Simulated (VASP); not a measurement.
# Sn (Fd-3m) in VASP: notebook

Runs on Sn. Level: PBE. Tasks: single point.

Everything below comes from runs of VASP 6.6.1. Logs are shortened: lines on timing, memory, paths and dates and some standing lists are left out, and cuts for length are marked.

## Step 1: The cell of the first run

The structure is cubic, space group Fd-3m (No. 227). The conventional cell has a = 6.658 Å, b = 6.658 Å, c = 6.658 Å, α = 90.00°, β = 90.00°, γ = 90.00°. Sn (site symmetry -43m) has 4 Sn at 2.88 Å within 3.8 Å.

## Step 2: Single point, PBE

INCAR reads:

```
SYSTEM = Sn
  ALGO = Normal
  EDIFF = 1E-6
  ENCUT = 520
  GGA = PE
  ISIF = 2
  ISMEAR = 0
  LASPH = .TRUE.
  LCHARG = .FALSE.
  LREAL = .FALSE.
  LWAVE = .FALSE.
  NBANDS = 21
  NELM = 80
  PREC = Accurate
  SIGMA = 0.2
```

KPOINTS reads:

```
k-points
0
G
  8 8 8
  0 0 0
```

POSCAR reads:

```
Sn
1.0
    0.0000000000      3.3289000152      3.3289000152
    3.3289000152      0.0000000000      3.3289000152
    3.3289000152      3.3289000152      0.0000000000
Sn
2
Direct
    0.5000000000      0.5000000000      0.5000000000
    0.7500000000      0.7500000000      0.7500000000
```

Potentials or basis: VASP PAW PBE potentials, release 64 (Sn_d).

The run is started by

```
cat potpaw_PBE.64/Sn_d/POTCAR > POTCAR
mpirun -np 1 vasp_std > vasp.out
```

OUTCAR:

```text
SYSTEM = Sn
   EDIFF = 1E-6
   ENCUT = 520
   GGA = PE
   ISIF = 2
   ISMEAR = 0
   LASPH = .TRUE.
   LREAL = .FALSE.
   NELM = 80
   PREC = Accurate

 ion  position               nearest neighbor table
   1  0.500  0.500  0.500-   2 2.88   2 2.88   2 2.88   2 2.88
   2  0.750  0.750  0.750-   1 2.88   1 2.88   1 2.88   1 2.88

  LATTYP: Found a face centered cubic cell.
 ALAT       =     6.6578000304

  Lattice vectors:

 A1 = (   0.0000000000,   3.3289000152,   3.3289000152)
 A2 = (   3.3289000152,   0.0000000000,   3.3289000152)
 A3 = (   3.3289000152,   3.3289000152,   0.0000000000)

Analysis of symmetry for initial positions (statically):
=====================================================================
 Subroutine PRICEL returns:
 Original cell was already a primitive cell.

 Routine SETGRP: Setting up the symmetry group for a
 face centered cubic supercell.

 Subroutine GETGRP returns: Found 48 space group operations
 (whereof 24 operations were pure point group operations)
 out of a pool of 48 trial point group operations.

The static configuration has the point symmetry T_d .
 The point group associated with its full space group is O_h .

Analysis of symmetry for dynamics (positions and initial velocities):
=====================================================================
 Subroutine PRICEL returns:
 Original cell was already a primitive cell.

 Routine SETGRP: Setting up the symmetry group for a
 face centered cubic supercell.

 Subroutine GETGRP returns: Found 48 space group operations
 (whereof 24 operations were pure point group operations)
 out of a pool of 48 trial point group operations.

The dynamic configuration has the point symmetry T_d .
 The point group associated with its full space group is O_h .

 Subroutine INISYM returns: Found 48 space group operations
 (whereof 24 operations are pure point group operations),
 and found     1 'primitive' translations

----------------------------------------------------------------------------------------

                                     Primitive cell

  volume of cell :      73.7789

  direct lattice vectors                    reciprocal lattice vectors
     0.000000000  3.328900015  3.328900015    -0.150199765  0.150199765  0.150199765
     3.328900015  0.000000000  3.328900015     0.150199765 -0.150199765  0.150199765
     3.328900015  3.328900015  0.000000000     0.150199765  0.150199765 -0.150199765

  length of vectors
[... 79 lines left out ...]
   LASPH  =      T    aspherical Exc in radial PAW
   ENCUT  =  520.0 eV  38.22 Ry    6.18 a.u.   8.75  8.75  8.75*2*pi/ulx,y,z
   NELM   =     80;   NELMIN=  2; NELMDL= -5     # of ELM steps
   EDIFF  = 0.1E-05   stopping-criterion for ELM
   LREAL  =      F    real-space projection
   EDIFFG = 0.1E-04   stopping-criterion for IOM
   NSW    =      0    number of steps for IOM
   IBRION =     -1    ionic relax: 0-MD 1-quasi-New 2-CG
   NFREE  =      0    steps in history (QN), initial steepest desc. (CG)
   ISIF   =      2    stress and relaxation
   ISYM   =      2    0-nonsym 1-usesym 2-fastsym
   POTIM  = 0.5000    time-step for ionic-motion
   TEBEG  =    0.0;   TEEND  =   0.0 temperature during run
   PSTRESS=    0.0 pullay stress
   NELECT =      28.0000    total number of electrons
   NUPDOWN=      -1.0000    fix difference up-down
   EMIN   =  10.00;   EMAX   =-10.00  energy-range for DOS
   EFERMI =   0.00;   METHOD = LEGACY
   ISMEAR =     0;   SIGMA  =   0.20  broadening in eV -4-tet -1-fermi 0-gaus
   EFERMI_NEDOS =   21; number of points for ismear=-14 and -15
   IALGO  =     38    algorithm
   IMIX   =      4    mixing-type and parameters
     AMIX     =   0.40;   BMIX     =  1.00
     AMIX_MAG =   1.60;   BMIX_MAG =  1.00
  volume/ion in A,a.u.               =      36.89       248.94
  Fermi-wavevector in a.u.,A,eV,Ry     =   1.185269  2.239833 19.114301  1.404862
  Thomas-Fermi vector in A             =   2.321466
   LORBIT       =      0    0 simple, 1 ext, 2 COOP (PROOUT), +10 PAW based schemes
   GGA     = PE    functional components
   LHFCALC =     F    Hartree Fock is set to
   AEXX    =    0.0000 exact exchange contribution
   IVDW    =     0    specifies the selected vdW correction
   LEPSILON=     F    determine dielectric tensor
   LRPA    =     F    only Hartree local field effects (RPA)
 non-spin polarized calculation
 Gauss-broadening in eV      SIGMA  =   0.20
  energy-cutoff  :      520.00
  volume of cell :       73.78
 maximum number of plane-waves:      2012
   NGX = 17   NGY = 17   NGZ = 17

 number of electron      28.0000008 magnetization

 Free energy of the ion-electron system (eV)
  ---------------------------------------------------
  ext. energy  EPLUGINS =         0.00000000
  ---------------------------------------------------
  free energy    TOTEN  =        -7.68811876 eV

  energy without entropy =       -7.68080638  energy(sigma->0) =       -7.68446257

 E-fermi :   4.7983     XC(G=0):  -8.5445

 val. band max:        4.7146993886   @ k =   0.5000   0.0000   0.0000
 cond. band min:       4.8094967559   @ k =   0.3750   0.0000   0.0000
 fundamental gap:      0.0947973673
 Fermi energy:         4.7983237683

 k-point     1 :       0.0000    0.0000    0.0000
  band No.  band energies     occupation
      1     -16.6883      2.00000
      2     -16.6883      2.00000
      3     -16.6883      2.00000
      4     -16.6386      2.00000
      5     -16.6386      2.00000
      6     -16.3871      2.00000
[... 565 lines left out ...]
     20      13.2808      0.00000
     21      13.6500      0.00000

 [... further k-points ...]

------------------------ aborting loop because EDIFF is reached ----------------------------------------

  FORCE on cell =-STRESS in cart. coord.  units (eV):
  Direction    XX          YY          ZZ          XY          YZ          ZX
  --------------------------------------------------------------------------------------
  -------------------------------------------------------------------------------------
  Total       -0.0135136     -0.0135136     -0.0135136     -0.0000000      0.0000000     -0.0000000
  in kB       -0.2934609     -0.2934609     -0.2934609     -0.0000000      0.0000000     -0.0000000
  external PRESSURE =      -0.2934609 kB  Pullay stress =       0.0000000 kB

 VOLUME and BASIS-vectors are now :
 -----------------------------------------------------------------------------
  energy-cutoff  :      520.00
  volume of cell :       73.78
      direct lattice vectors                 reciprocal lattice vectors
     0.000000000  3.328900015  3.328900015    -0.150199765  0.150199765  0.150199765
     3.328900015  0.000000000  3.328900015     0.150199765 -0.150199765  0.150199765
     3.328900015  3.328900015  0.000000000     0.150199765  0.150199765 -0.150199765

 POSITION                                       TOTAL-FORCE (eV/Angst)
 -----------------------------------------------------------------------------------
      3.32890      3.32890      3.32890        -0.000000     -0.000000     -0.000000
      4.99335      4.99335      4.99335         0.000000      0.000000      0.000000
 -----------------------------------------------------------------------------------
    total drift:                                0.000000      0.000000      0.000000

  FREE ENERGIE OF THE ION-ELECTRON SYSTEM (eV)
  ---------------------------------------------------
  free  energy   TOTEN  =        -7.6881187613 eV

  energy  without entropy=       -7.6808063808  energy(sigma->0) =       -7.68446257
```

OSZICAR:

```text
N       E                     dE             d eps       ncg     rms          rms(c)
DAV:   1     0.226045602397E+03    0.22605E+03   -0.14906E+04  1238   0.188E+03
DAV:   2     0.175357723434E+02   -0.20851E+03   -0.20411E+03  1223   0.441E+02
DAV:   3    -0.692241446108E+01   -0.24458E+02   -0.24310E+02  1433   0.140E+02
DAV:   4    -0.770446598608E+01   -0.78205E+00   -0.78177E+00  1373   0.280E+01
DAV:   5    -0.773161394795E+01   -0.27148E-01   -0.27148E-01  1775   0.512E+00    0.286E+00
DAV:   6    -0.770053358441E+01    0.31080E-01   -0.23657E-02  1635   0.193E+00    0.169E+00
DAV:   7    -0.768602740190E+01    0.14506E-01   -0.38547E-02  1333   0.209E+00    0.158E-01
DAV:   8    -0.768770556080E+01   -0.16782E-02   -0.56968E-03  1348   0.876E-01    0.453E-02
DAV:   9    -0.768808540686E+01   -0.37985E-03   -0.51230E-04  1404   0.187E-01    0.140E-02
DAV:  10    -0.768811381064E+01   -0.28404E-04   -0.46527E-05  1569   0.435E-02    0.570E-03
DAV:  11    -0.768811899134E+01   -0.51807E-05   -0.78420E-06  1071   0.240E-02    0.132E-03
DAV:  12    -0.768811876126E+01    0.23008E-06   -0.53395E-07  1035   0.109E-02
   1 F= -.76881188E+01 E0= -.76844626E+01  d E =-.731238E-02
```

stdout:

```text
POSCAR found type information on POSCAR Sn
 POSCAR found :  1 types and       2 ions
 scaLAPACK will be used
 LDA part: xc-table for (Slater+PW92), standard interpolation
 POSCAR, INCAR and KPOINTS ok, starting setup
 FFT: planning ... GRIDC
 FFT: planning ... GRID_SOFT
 FFT: planning ... GRID
 WAVECAR not read
 entering main loop
```

Wall time 53 s (1 thread of AMD EPYC 7R13, shared host); peak memory 0.18 GiB.

What came out:

```
Free energy            : -7.6881 eV
Pressure               : 0.0 GPa
Band gap on the k mesh : zero (band 14 reaches 4.95 eV, above the bottom of band 15 at 4.71 eV)
```

Caveat: spin-orbit coupling is left out, which moves the levels of the heavy elements.

## Step 3: Single point, PBE

INCAR reads:

```
SYSTEM = Sn
PREC = Accurate ; ENCUT = 520
EDIFF = 1E-6 ; ISMEAR = 0
SIGMA = 0.3 ; LREAL = .FALSE.
LASPH = .TRUE. ; NELM = 100
ALGO = Normal ; ISIF = 2
LWAVE = .FALSE. ; LCHARG = .FALSE.
GGA = PE ; NBANDS = 21
```

KPOINTS reads:

```
Automatic mesh
0
G
  8 8 8
  0 0 0
```

POSCAR is that of step 2.

Potentials or basis: VASP PAW PBE potentials, release 64 (Sn_d).

The run is started by

```
cat potpaw_PBE.64/Sn_d/POTCAR > POTCAR
mpirun -np 1 vasp_std > vasp.out
```

Run time: 50 s. Hardware: 1 thread of AMD EPYC 7R13, shared host; peak memory 0.18 GiB.

It converged, with:

```yaml
Free_energy: -7.6923 eV
Pressure: 0.0 GPa
Band_gap_on_the_k_mesh: zero (band 14 reaches 4.95 eV, above the bottom of band 15 at 4.71 eV)
```

Levels at points of the mesh, in eV from the Fermi level:
| k point | band 10 | band 11 | band 12 | band 13 | band 14 | band 15 | band 16 | band 17 | band 18 | band 19 |
| --- | --- | --- | --- | --- | --- | --- | --- | --- | --- | --- |
| (0.00, 0.00, 0.00) | -21.21 | -10.07 | -1.12 | 0.13 | 0.13 | 0.13 | 2.19 | 2.19 | 2.19 | 5.00 |
| (0.50, 0.00, 0.00) | -21.17 | -8.60 | -5.99 | -0.97 | -0.97 | -0.11 | 3.23 | 3.23 | 5.73 | 8.22 |
| (0.50, 0.50, 0.00) | -21.15 | -7.23 | -7.23 | -2.18 | -2.18 | 0.94 | 0.94 | 7.28 | 7.28 | 8.80 |

Caveat: spin-orbit coupling is left out, which moves the levels of the heavy elements.
